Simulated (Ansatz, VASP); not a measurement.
**NaI: VASP beside Ansatz**

Contents of POSCAR:

```
NaI
1.0
    0.0000000000      3.2654066686      3.2654066686
    3.2654066686      0.0000000000      3.2654066686
    3.2654066686      3.2654066686      0.0000000000
Na I
1 1
Direct
    0.0000000000      0.0000000000      0.0000000000
    0.5000000000      0.5000000000      0.5000000000
```

INCAR.step1

```
  ALGO = Normal
  EDIFF = 1E-4
  ENCUT = 520
  GGA = PE
  ISMEAR = 0
  LASPH = T
  LCHARG = F
  LREAL = F
  LWAVE = T
  NBANDS = 14
  NELM = 80
  PREC = Accurate
  SIGMA = 0.02
```

Contents of INCAR.step2:

```
  ALGO = Normal
  EDIFF = 1E-6
  ENCUT = 520
  ISIF = 2
  ISMEAR = 0
  ISTART = 1
  LASPH = T
  LCHARG = T
  LELF = T
  LMIXTAU = T
  LREAL = F
  LVHAR = T
  LWAVE = F
  METAGGA = R2SCAN
  NBANDS = 14
  NELM = 80
  PREC = Accurate
  SIGMA = 0.02
```

KPOINTS

```
k-points
0
Gamma
  6 6 6
```

Input for Ansatz:

```yaml
crystal:
  lattice:
    - [0.0, 3.2654066686, 3.2654066686]
    - [3.2654066686, 0.0, 3.2654066686]
    - [3.2654066686, 3.2654066686, 0.0]
  atoms:
    - { symbol: Na, position: [0.0, 0.0, 0.0] }
    - { symbol: I, position: [0.5, 0.5, 0.5] }
basis:
  ecutwfc: 500
kpoints:
  mp_grid: { grid: [6, 6, 6] }
hamiltonian:
  xc: r2scan
scf:
  occupations: { method: gaussian, width: 0.02 }
output:
  forces: true
  stress: true
  eigenvalues: true
```

Alike in both runs: task single point; functional r2SCAN; k mesh 6 × 6 × 6; occupations gaussian, width 0.02 eV; no spin polarisation.

```csv
,VASP,Ansatz
version,VASP 6.6.1,Ansatz 0.2.0
potentials or method,"VASP PAW PBE potentials, release 64 (Na_pv, I), cutoff 520 eV","scalar-relativistic, plane waves, PAW"
valence electrons in the cell,14,26
```

Ansatz gave:

* gap on the k mesh at the Fermi level (eV): 4.35
* least direct gap on the mesh (eV): 4.35
* pressure (GPa): -0.5

Problem. Which values does VASP return?

Solution. gap on the k mesh at the Fermi level (eV): 4.36; least direct gap on the mesh (eV): 4.36; pressure (GPa): -0.6.

VASP's potentials were made for PBE, not for r2SCAN. VASP's potentials hold 14 valence electrons a cell and Ansatz's 26, so a difference there can come from the potentials and not from the codes.

Spin-orbit coupling is off throughout.
